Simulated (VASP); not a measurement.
Write the native input for VASP 6.6.1 that does the following.

- Task: single point
- Functional: PBEsol
- Potentials or basis: VASP PAW PBE potentials, release 64 (Ag)
- Cutoff: 520 eV
- k mesh: 10 × 10 × 6
- Occupations: fermi-dirac, width 0.05 eV
- Spin: no spin polarisation
- Dipole correction: no
- Further INCAR settings: ALGO = Normal; EDIFF = 1e-06; NBANDS = 18

The structure of Ag lies in POSCAR:

```
Ag
1.0
    2.9300000000      0.0000000000      0.0000000000
   -1.4650000000      2.5374544331      0.0000000000
    0.0000000000      0.0000000000      4.7900000000
Ag
2
Direct
    0.6666666667      0.3333333333      0.7500000000
    0.3333333333      0.6666666667      0.2500000000
```

One way to write it, as run:

INCAR

```
PREC = Accurate
ENCUT = 520
EDIFF = 1E-6
ISMEAR = -1
SIGMA = 0.05
LREAL = F
LASPH = T
NELM = 60
ALGO = Normal
ISIF = 2
LWAVE = F
LCHARG = F
GGA = PS
NBANDS = 18
```

KPOINTS

```
regular mesh
0
Gamma
  10 10 6
```

Potentials or basis: VASP PAW PBE potentials, release 64 (Ag).

Launch:

```sh
$ cat potpaw_PBE.64/Ag/POTCAR > POTCAR
$ mpirun -np 1 vasp_std > vasp.out
```

Results of the run:

```yaml
Pressure: -6.3 GPa
Band_gap_on_the_k_mesh: zero (band 11 reaches 10.65 eV, above the bottom of band 12 at 4.32 eV)
```

Caveat: the PAW data sets were made with another functional, which shifts forces and pressure a little.

It took 12 s on 1 thread of Intel(R) Xeon(R) Platinum 8559C (Emerald Rapids) (shared host), peak memory 0.17 GiB.
